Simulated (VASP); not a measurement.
A run of VASP 6.6.1:

File POSCAR:

```
P
1.0
    0.0000000000      2.7529938394      2.7529938394
    2.7529938394      0.0000000000      2.7529938394
    2.7529938394      2.7529938394      0.0000000000
P
2
Direct
    0.5000000000      0.5000000000      0.5000000000
    0.7500000000      0.7500000000      0.7500000000
```

INCAR.step1

```
PREC = Accurate
ENCUT = 520
ISMEAR = 0
SIGMA = 0.1
LREAL = F
LASPH = T
NELM = 100
NBANDS = 12
GGA = PE
ALGO = Normal
EDIFF = 1E-4
LWAVE = T
LCHARG = F
```

INCAR.step2

```
PREC = Accurate
ENCUT = 520
EDIFF = 1E-6
ISMEAR = 0
SIGMA = 0.1
LREAL = F
LASPH = T
NELM = 100
ALGO = Normal
ISIF = 2
LWAVE = F
LCHARG = F
METAGGA = R2SCAN
LMIXTAU = T
NBANDS = 12
ISTART = 1
```

KPOINTS

```
Automatic mesh
0
Gamma
  6 6 6
```

Potentials or basis: VASP PAW PBE potentials, release 64 (P).

Command:

```console
$ cat potpaw_PBE.64/P/POTCAR > POTCAR
$ cp INCAR.step1 INCAR
$ mpirun -np 1 vasp_std > vasp.out
$ cp INCAR.step2 INCAR
$ mpirun -np 1 vasp_std > vasp.out
```

Hardware: 1 thread of Intel(R) Xeon(R) Platinum 8488C (Sapphire Rapids) (shared host).

Problem. How long does it take, and how much memory?

Solution. It took 33 s on 1 thread of Intel(R) Xeon(R) Platinum 8488C (Sapphire Rapids), with other jobs on the host, peak memory 0.16 GiB. Counts: k points 16.
